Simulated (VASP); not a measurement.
Here is a VASP 6.6.1 calculation.

File INCAR:

```
SYSTEM = BAs
PREC = Accurate
ENCUT = 520
EDIFF = 1E-6
ISMEAR = -1
SIGMA = 0.05
LREAL = .False.
LASPH = .True.
NELM = 100
ALGO = Normal
ISIF = 2
LWAVE = .False.
LCHARG = .False.
GGA = PE
NBANDS = 11
```

KPOINTS

```
regular mesh
0
Gamma
  8 8 8
  0 0 0
```

Contents of POSCAR:

```
BAs
1.0
    3.2358670400      0.0000000000      0.0000000000
    0.0000000000      3.2358670400      0.0000000000
    0.0000000000      0.0000000000      3.2358670400
B As
1 1
Direct
    0.0000000000      0.0000000000      0.0000000000
    0.5000000000      0.5000000000      0.5000000000
```

Potentials or basis: VASP PAW PBE potentials, release 64 (B, As).

Launch:

```console
$ cat potpaw_PBE.64/B/POTCAR potpaw_PBE.64/As/POTCAR > POTCAR
$ mpirun -np 1 vasp_std > vasp.out
```

(1) Predict the band gap on the k mesh.

(2) What does it give for the pressure?

Results:

(1) zero (band 4 reaches 6.42 eV, above the bottom of band 5 at 2.00 eV).

(2) -14.8 GPa.
